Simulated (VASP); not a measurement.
# BAs (R-3m) in VASP: notebook, part 2 of 2

VASP 6.6.1. The steps go on from the part before.

### Step 3. Relaxation of cell and atoms, PBE

INCAR

```
SYSTEM = BAs
PREC     = Accurate       ! precision mode
ENCUT    = 600            ! plane-wave cutoff, eV
EDIFF    = 1E-6           ! SCF threshold, eV
ISMEAR   = 0              ! smearing method
SIGMA    = 0.1            ! smearing width, eV
LREAL    = .False.        ! projectors in reciprocal space
LASPH    = .True.         ! aspherical terms in the spheres
NELM     = 80             ! most SCF steps
ALGO     = Normal         ! electronic algorithm
ISIF     = 3              ! what is computed and relaxed
LWAVE    = .False.        ! write WAVECAR
LCHARG   = .False.        ! write CHGCAR
GGA      = PE             ! functional
IBRION   = 2              ! ionic algorithm
NSW      = 90             ! ionic steps
EDIFFG   = -0.04          ! ionic threshold
```

KPOINTS

```
Automatic mesh
0
Gamma
  6 6 6
  0 0 0
```

POSCAR

```
BAs
1.0
    1.4580397000      0.8417996100      4.5614131100
   -1.4580397000      0.8417996100      4.5614131100
    0.0000000000     -1.6835992300      4.5614131100
B As
1 1
Direct
    0.0000000000      0.0000000000      0.0000000000
    0.5000000000      0.5000000000      0.5000000000
```

Potentials or basis: VASP PAW PBE potentials, release 64 (B, As).

Run with:

```bash
cat potpaw_PBE.64/B/POTCAR potpaw_PBE.64/As/POTCAR > POTCAR
mpirun -np 1 vasp_std > vasp.out
```

OUTCAR:

```text
SYSTEM = BAs
   PREC = Accurate
   ENCUT = 600
   EDIFF = 1E-6
   ISMEAR = 0
   LREAL = .False.
   LASPH = .True.
   NELM = 80
   ISIF = 3
   GGA = PE
   IBRION = 2
   NSW = 90
   EDIFFG = -0.04

 ion  position               nearest neighbor table
   1  0.000  0.000  0.000-
   2  0.500  0.500  0.500-

  LATTYP: Found a trigonal (rhomboedric) cell.
 ALAT       =     4.8622007271
 COS(alpha) =     0.8201531125

  Lattice vectors:

 A1 = (   1.4580397000,   0.8417996100,   4.5614131100)
 A2 = (  -1.4580397000,   0.8417996100,   4.5614131100)
 A3 = (   0.0000000000,  -1.6835992300,   4.5614131100)

Analysis of symmetry for initial positions (statically):
=====================================================================
 Subroutine PRICEL returns:
 Original cell was already a primitive cell.

 Routine SETGRP: Setting up the symmetry group for a
 trigonal (rhombohedral) supercell.

 Subroutine GETGRP returns: Found 12 space group operations
 (whereof 12 operations were pure point group operations)
 out of a pool of 12 trial point group operations.

The static configuration has the point symmetry D_3d.

Analysis of symmetry for dynamics (positions and initial velocities):
=====================================================================
 Subroutine PRICEL returns:
 Original cell was already a primitive cell.

 Routine SETGRP: Setting up the symmetry group for a
 trigonal (rhombohedral) supercell.

 Subroutine GETGRP returns: Found 12 space group operations
 (whereof 12 operations were pure point group operations)
 out of a pool of 12 trial point group operations.

The dynamic configuration has the point symmetry D_3d.

 Subroutine INISYM returns: Found 12 space group operations
 (whereof 12 operations are pure point group operations),
 and found     1 'primitive' translations

----------------------------------------------------------------------------------------

                                     Primitive cell

  volume of cell :      33.5914

  direct lattice vectors                    reciprocal lattice vectors
     1.458039700  0.841799610  4.561413110     0.342926191  0.197988528  0.073076769
    -1.458039700  0.841799610  4.561413110    -0.342926191  0.197988528  0.073076769
     0.000000000 -1.683599230  4.561413110     0.000000000 -0.395977057  0.073076769

  length of vectors
     4.862200727  4.862200727  4.862200729     0.402663686  0.402663686  0.402663686

  position of ions in fractional coordinates (direct lattice)
     0.000000000  0.000000000  0.000000000
     0.500000000  0.500000000  0.500000000

  ion indices of the primitive-cell ions
   primitive index   ion index
                 1           1
                 2           2

----------------------------------------------------------------------------------------

 KPOINTS: Automatic mesh

Automatic generation of k-mesh.
 Grid dimensions read from file:
 generate k-points for:    6    6    6

 Generating k-lattice:

  Cartesian coordinates                     Fractional coordinates (reciprocal lattice)
     0.057154365  0.032998088  0.012179462     0.166666667  0.000000000  0.000000000
    -0.057154365  0.032998088  0.012179462     0.000000000  0.166666667  0.000000000
     0.000000000 -0.065996176  0.012179461     0.000000000  0.000000000  0.166666667

  Length of vectors
     0.067110614  0.067110614  0.067110614

  Shift w.r.t. Gamma in fractional coordinates (k-lattice)
     0.000000000  0.000000000  0.000000000

 Subroutine IBZKPT returns following result:
 ===========================================

 Found     32 irreducible k-points:

 Following reciprocal coordinates:
            Coordinates               Weight
  0.000000  0.000000  0.000000      1.000000
  0.166667 -0.000000  0.000000      6.000000
  0.333333 -0.000000  0.000000      6.000000
  0.500000  0.000000  0.000000      3.000000
  0.166667  0.166667  0.000000      6.000000
  0.333333  0.166667  0.000000     12.000000
[... 16 lines left out ...]
  0.500000  0.500000  0.166667      6.000000
 -0.333333  0.500000  0.166667     12.000000
 [... further k-points ...]
   k-points           NKPTS =     32   k-points in BZ     NKDIM =     32   number of bands    NBANDS=      8
   number of dos      NEDOS =    301   number of ions     NIONS =      2
   total plane-waves  NPLWV =  64000
   dimension x,y,z NGX =    40 NGY =   40 NGZ =   40
   dimension x,y,z NGXF=    80 NGYF=   80 NGZF=   80
   ions per type =               1   1
   NGX,Y,Z   is equivalent  to a cutoff of  13.68, 13.68, 13.68 a.u.
   NGXF,Y,Z  is equivalent  to a cutoff of  27.35, 27.35, 27.35 a.u.
 SYSTEM =  BAs
   PREC   = accura    normal or accurate (medium, high low for compatibility)
   ISTART =      0    job   : 0-new  1-cont  2-samecut
   ICHARG =      2    charge: 1-file 2-atom 10-const
   ISPIN  =      1    spin polarized calculation?
   LNONCOLLINEAR =      F non collinear calculations
   LSORBIT =      F    spin-orbit coupling
   LASPH  =      T    aspherical Exc in radial PAW
   ENCUT  =  600.0 eV  44.10 Ry    6.64 a.u.   9.71  9.71  9.71*2*pi/ulx,y,z
   NELM   =     80;   NELMIN=  2; NELMDL= -5     # of ELM steps
   EDIFF  = 0.1E-05   stopping-criterion for ELM
   LREAL  =      F    real-space projection
   EDIFFG = -.4E-01   stopping-criterion for IOM
   NSW    =     90    number of steps for IOM
   IBRION =      2    ionic relax: 0-MD 1-quasi-New 2-CG
   NFREE  =      1    steps in history (QN), initial steepest desc. (CG)
   ISIF   =      3    stress and relaxation
   ISYM   =      2    0-nonsym 1-usesym 2-fastsym
   POTIM  = 0.5000    time-step for ionic-motion
   TEBEG  =    0.0;   TEEND  =   0.0 temperature during run
   PSTRESS=    0.0 pullay stress
   NELECT =       8.0000    total number of electrons
   NUPDOWN=      -1.0000    fix difference up-down
   EMIN   =  10.00;   EMAX   =-10.00  energy-range for DOS
   EFERMI =   0.00;   METHOD = LEGACY
   ISMEAR =     0;   SIGMA  =   0.10  broadening in eV -4-tet -1-fermi 0-gaus
   EFERMI_NEDOS =   21; number of points for ismear=-14 and -15
   IALGO  =     38    algorithm
   IMIX   =      4    mixing-type and parameters
     AMIX     =   0.40;   BMIX     =  1.00
     AMIX_MAG =   1.60;   BMIX_MAG =  1.00
  volume/ion in A,a.u.               =      16.80       113.34
  Fermi-wavevector in a.u.,A,eV,Ry     =   1.014757  1.917612 14.010342  1.029731
  Thomas-Fermi vector in A             =   2.148003
   LORBIT       =      0    0 simple, 1 ext, 2 COOP (PROOUT), +10 PAW based schemes
   GGA     = PE    functional components
   LHFCALC =     F    Hartree Fock is set to
   AEXX    =    0.0000 exact exchange contribution
   IVDW    =     0    specifies the selected vdW correction
   LEPSILON=     F    determine dielectric tensor
   LRPA    =     F    only Hartree local field effects (RPA)
 conjugate gradient relaxation of ions
 non-spin polarized calculation
 Gauss-broadening in eV      SIGMA  =   0.10
  energy-cutoff  :      600.00
  volume of cell :       33.59
 maximum number of plane-waves:      1134
   NGX = 19   NGY = 19   NGZ = 19

--------------------------------------- Ionic step        1  -------------------------------------------

 number of electron       8.0000000 magnetization

 Free energy of the ion-electron system (eV)
  ---------------------------------------------------
  ext. energy  EPLUGINS =         0.00000000
  ---------------------------------------------------
  free energy    TOTEN  =        -7.54066159 eV

  energy without entropy =       -7.53103791  energy(sigma->0) =       -7.53584975

 E-fermi :   4.4829     XC(G=0): -10.2137

 val. band max:        4.4609233322   @ k =  -0.1667   0.1667   0.1667
 cond. band min:       4.5098152052   @ k =  -0.3333   0.5000   0.3333
 fundamental gap:      0.0488918730
 Fermi energy:         4.4828703977

 k-point     1 :       0.0000    0.0000    0.0000
  band No.  band energies     occupation
      1      -9.5938      2.00000
      2      -1.7179      2.00000
      3      -0.7979      2.00000
      4       9.1552      0.00000
      5       9.1552      0.00000
      6      10.9107      0.00000
      7      10.9107      0.00000
      8      11.2952      0.00000
[... 354 lines left out ...]
  FREE ENERGIE OF THE ION-ELECTRON SYSTEM (eV)
  ---------------------------------------------------
  free  energy   TOTEN  =        -8.1907934549 eV

  energy  without entropy=       -8.1882588367  energy(sigma->0) =       -8.18952615

[... ionic steps 4 to 14 ...]

--------------------------------------- Ionic step       15  -------------------------------------------

 number of electron       8.0000000 magnetization

------------------------ aborting loop because EDIFF is reached ----------------------------------------
[... 67 lines left out ...]
--------------------------------------- Ionic step       17  -------------------------------------------

 number of electron       8.0000000 magnetization

 Free energy of the ion-electron system (eV)
  ---------------------------------------------------
  ext. energy  EPLUGINS =         0.00000000
  ---------------------------------------------------
  free energy    TOTEN  =        -9.59689851 eV

  energy without entropy =       -9.59428363  energy(sigma->0) =       -9.59559107

 E-fermi :   7.2040     XC(G=0): -11.4116

 val. band max:        7.1550993677   @ k =   0.3333   0.1667   0.0000
 cond. band min:       7.4142525751   @ k =   0.5000   0.1667   0.1667
 fundamental gap:      0.2591532074
 Fermi energy:         7.2039892390

 k-point     1 :       0.0000    0.0000    0.0000
  band No.  band energies     occupation
      1      -8.6315      2.00000
      2       6.3595      2.00000
      3       7.6551      0.00000
      4       7.6551      0.00000
      5      10.3771      0.00000
      6      14.7606      0.00000
      7      14.7606      0.00000
      8      15.4373      0.00000
[... 282 lines left out ...]
  FREE ENERGIE OF THE ION-ELECTRON SYSTEM (eV)
  ---------------------------------------------------
  free  energy   TOTEN  =        -9.5968985106 eV

  energy  without entropy=       -9.5942836276  energy(sigma->0) =       -9.59559107

 reached required accuracy - stopping structural energy minimisation
```

It took 3.6 min on 1 thread of Intel Xeon Platinum 8259CL at 2.50GHz (Skylake/Cascade Lake), shared host; peak memory 0.26 GiB.

Results:

| Item | Value |
| --- | --- |
| Free energy | -9.5969 eV |
| Relaxed volume | 12.32 Å³/atom |
| Relaxed cell | a = 3.339 Å, b = 3.339 Å, c = 3.339 Å, α = 57.20°, β = 57.20°, γ = 57.20° |
| Space group after relaxing (to 0.1 Å) | R-3m (No. 166) |
| Energy gained by relaxing | 1028.1 meV/atom |
| Ionic steps | 17 |
| Pressure after relaxing | 0.1 GPa |
| Band gap on the k mesh | zero (bands 4 and 5 overlap by 5.07 eV) |

Step by step:
```csv
step,energy change (eV),largest force (eV/Å),pressure (GPa),volume (Å³)
1,0.0000,0.0000,-11.28,33.59
2,-0.5336,0.0000,-3.62,28.07
3,-0.6501,0.0000,3.43,25.75
4,-0.6566,0.0000,7.05,25.00
5,-0.9439,0.0000,2.09,25.44
6,-2.0379,0.0000,-4.62,25.60
7,-2.0201,0.0000,-5.16,25.69
8,-2.0403,0.0000,-4.89,25.64
9,-2.0141,0.0000,6.93,23.52
10,-2.0245,0.0000,1.73,24.33
11,-2.0396,0.0000,-1.09,24.86
12,-2.0468,0.0000,-3.03,25.25
13,-2.0464,0.0000,3.83,23.98
14,-2.0562,0.0000,0.20,24.61
15,-2.0561,0.0000,0.27,24.60
16,-2.0562,0.0000,-0.12,24.66
17,-2.0562,0.0000,0.06,24.63
```

Final structure:
```xyz
2
Lattice="1.5986 0.9229 2.7826 -1.5986 0.9229 2.7826 0.0000 -1.8459 2.7826" Properties=species:S:1:pos:R:3 pbc="T T T"
B     0.0000    0.0000    0.0000
As    0.0000    0.0000    4.1739
```

Levels at points of the mesh, in eV from the Fermi level:
| k point | band 2 | band 3 | band 4 | band 5 | band 6 | band 7 |
| --- | --- | --- | --- | --- | --- | --- |
| (0.00, 0.00, 0.00) | -0.84 | 0.45 | 0.45 | 3.17 | 7.56 | 7.56 |
| (0.50, 0.00, 0.00) | -9.53 | 0.68 | 0.92 | 1.21 | 1.42 | 3.92 |
| (0.50, 0.50, 0.00) | -7.81 | -4.08 | -3.40 | -3.22 | 3.81 | 10.34 |
| (0.50, 0.50, 0.50) | -9.92 | 1.54 | 1.54 | 1.96 | 1.96 | 4.91 |

Caveat: the k points lie up to 0.40 Å⁻¹ apart in the final cell, too coarse for converged energies and pressures of a metal; the volume moved by over 15 % at a fixed basis, so the end points are rough.

The gap in the log of VASP goes by the Fermi energy; the results here count the filled bands.